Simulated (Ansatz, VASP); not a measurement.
**P: VASP beside Ansatz**

```xyz
4
Lattice="3.9479 0.0000 0.0000 -1.9739 3.4190 0.0000 0.0000 0.0000 4.8040" Properties=species:S:1:pos:R:3 pbc="T T T"
P     0.0000    0.0000    1.2010
P     0.0000    0.0000    3.6030
P     0.0000    2.2793    3.6030
P     1.9739    1.1397    1.2010
```

Alike in both runs: functional PBEsol; k mesh 15 × 15 × 6; occupations gaussian, width 0.1 eV; no spin polarisation.

Ansatz relaxed the structure, and its values are those at the end. VASP's run is a single point on that final structure, the one shown.

|  | VASP | Ansatz |
| --- | --- | --- |
| version | VASP 6.6.1 | Ansatz 0.2.0 |
| potentials or method | VASP PAW PBE potentials, release 64 (P), cutoff 520 eV | scalar-relativistic, plane waves, PAW |
| valence electrons in the cell | 20 | 20 |

|  | VASP | Ansatz | Ansatz less VASP |
| --- | --- | --- | --- |
| gap on the k mesh at the Fermi level (eV) | none | none | - |
| pressure (GPa) | 0.1 | 0.0 | -0.05 |

VASP's potentials were made for PBE, not for PBEsol. A gap of «none» marks a metal or a gap that the smearing closes.
